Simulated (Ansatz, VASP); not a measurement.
# Ba in VASP and in Ansatz

```
Ba
1.0
     4.25349    0.00000    0.00000
    -2.12674    3.68363    0.00000
     0.00000    0.00000   13.88727
Ba
4
Direct
  0.00000 0.00000 0.00000
  0.00000 0.00000 0.50000
  0.33333 0.66667 0.25000
  0.66667 0.33333 0.75000
```

Change from the starting cell: volume scaled by 0.85, PAW files.

Alike in both runs: task single point; functional PBE; k mesh 8 × 8 × 2; occupations fermi-dirac, width 0.08 eV; no spin polarisation.

```csv
,VASP,Ansatz
version,VASP 6.6.1,Ansatz 0.2.0
potentials or method,"VASP PAW PBE potentials, release 64 (Ba_sv)","PAW with Ansatz's default frozen-core files, scalar-relativistic"
plane-wave cutoff (eV),520,420
valence electrons in the cell,40,40
```

|  | VASP | Ansatz | Ansatz less VASP |
| --- | --- | --- | --- |
| pressure (GPa) | 1.7 | 1.6 | -0.11 |
| traceless stress, the component that is largest in VASP (GPa) | -0.05 | -0.05 | -0.003 |

The functional is the same, so the differences come from potentials, cutoffs and numerics.

Neither program's run includes spin-orbit coupling.
